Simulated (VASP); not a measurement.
CH4, 5 atoms in the cell. The cell holds a molecule in a box, 5 atoms: a = 12.000 Å, b = 12.000 Å, c = 12.000 Å, α = 90.00°, β = 90.00°, γ = 90.00°. 

```yaml
Program: VASP 6.6.1
Task: single point
Functional: r2SCAN
Potentials_or_basis: VASP PAW PBE potentials, release 64 (C_h, H_h)
Cutoff: 1060 eV
k_mesh: 1 × 1 × 1
Occupations: gaussian, width 0.01 eV
Spin: no spin polarisation
Dipole_correction: no
Further_INCAR_settings: ALGO = Normal; EDIFF = 1e-06; NBANDS = 12
```

Potentials or basis: VASP PAW PBE potentials, release 64 (C_h, H_h).

The run is started by

```console
$ cat potpaw_PBE.64/C_h/POTCAR potpaw_PBE.64/H_h/POTCAR > POTCAR
$ cp INCAR.step1 INCAR
$ mpirun -np 1 vasp_gam > vasp.out
$ cp INCAR.step2 INCAR
$ mpirun -np 1 vasp_gam > vasp.out
```

Hardware: 1 thread of Intel(R) Xeon(R) Platinum 8488C (Sapphire Rapids) (shared host).

Problem. Estimate the wall time of this run.

Solution. It took 15 min on 1 thread of Intel(R) Xeon(R) Platinum 8488C (Sapphire Rapids), with other jobs on the host, peak memory 3.4 GiB. Counts: k points 1.
